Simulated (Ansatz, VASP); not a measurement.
This is a calculation of CdS for Ansatz 0.2.0.

Contents of input.yaml:

```yaml
crystal:
  lattice:
    - [4.2313932131, 0.0, 0.0]
    - [-2.1156966065, 3.6644940159, 0.0]
    - [0.0, 0.0, 6.8691315847]
  atoms:
    - { symbol: Cd, position: [0.6666666667, 0.3333333333, 0.5] }
    - { symbol: Cd, position: [0.3333333333, 0.6666666667, 0.0] }
    - { symbol: S, position: [0.6666666667, 0.3333333333, 0.875] }
    - { symbol: S, position: [0.3333333333, 0.6666666667, 0.375] }
hamiltonian:
  xc: { exchange: pbe, correlation: none }
  pseudopotentials: { kind: paw }
kpoints:
  mp_grid: { grid: [7, 7, 4] }
scf:
  occupations: { method: fermi_dirac, width: 0.05 }
output:
  forces: true
  stress: true
  eigenvalues: true
```

Potentials or basis: Ansatz PAW.

Launch:

```console
$ ansatz run input.yaml --threads 2 --pin off --max-ram 5120MiB --backend cpu --events-out ev --progress --plain --runs-dir out
```

Translate it to VASP 6.6.1. Potentials there: VASP PAW PBE potentials, release 64 (Cd, S).

As run (the cutoff follows the program's own potentials):

INCAR

```
  PREC = Accurate
  ENCUT = 520
  EDIFF = 1E-7
  ISMEAR = -1
  SIGMA = 0.05
  LREAL = F
  LASPH = T
  NELM = 80
  ALGO = Normal
  ISIF = 2
  LWAVE = F
  LCHARG = F
  GGA = PE
  ALDAC = 0.0
  AGGAC = 0.0
  NBANDS = 26
```

Contents of KPOINTS:

```
Automatic mesh
0
Gamma
  7 7 4
```

Contents of POSCAR:

```
CdS
1.0
    4.2313932131      0.0000000000      0.0000000000
   -2.1156966065      3.6644940159      0.0000000000
    0.0000000000      0.0000000000      6.8691315847
Cd S
2 2
Direct
    0.6666666667      0.3333333333      0.5000000000
    0.3333333333      0.6666666667      0.0000000000
    0.6666666667      0.3333333333      0.8750000000
    0.3333333333      0.6666666667      0.3750000000
```

Potentials or basis: VASP PAW PBE potentials, release 64 (Cd, S).

Launch:

```sh
$ cat potpaw_PBE.64/Cd/POTCAR potpaw_PBE.64/S/POTCAR > POTCAR
$ mpirun -np 1 vasp_std > vasp.out
```

Both were run:

|  | VASP | Ansatz | Ansatz less VASP |
| --- | --- | --- | --- |
| gap on the k mesh at the Fermi level (eV) | 1.02 | 1.02 | -0.001 |
| least direct gap on the mesh (eV) | 1.02 | 1.02 | -0.001 |
| pressure (GPa) | 6.8 | 6.6 | -0.22 |
| traceless stress, the component that is largest in VASP (GPa) | 0.51 | 0.50 | -0.012 |
| rms of the force components (eV/Å) | 0.033 | 0.032 | -0.0004 |

VASP's potentials were made for PBE, not for PBE exchange alone. Atom by atom the forces differ by 0.000 eV/Å (rms over components). With one functional, cell and mesh, what is left measures potentials, basis and numerics. VASP's potentials hold 36 valence electrons a cell and Ansatz's 52, so a difference there can come from the potentials and not from the codes.

Noted on Ansatz's run: odd divisions of the mesh miss points on the zone boundary, where band edges often lie, so the gap on the mesh can be too wide.
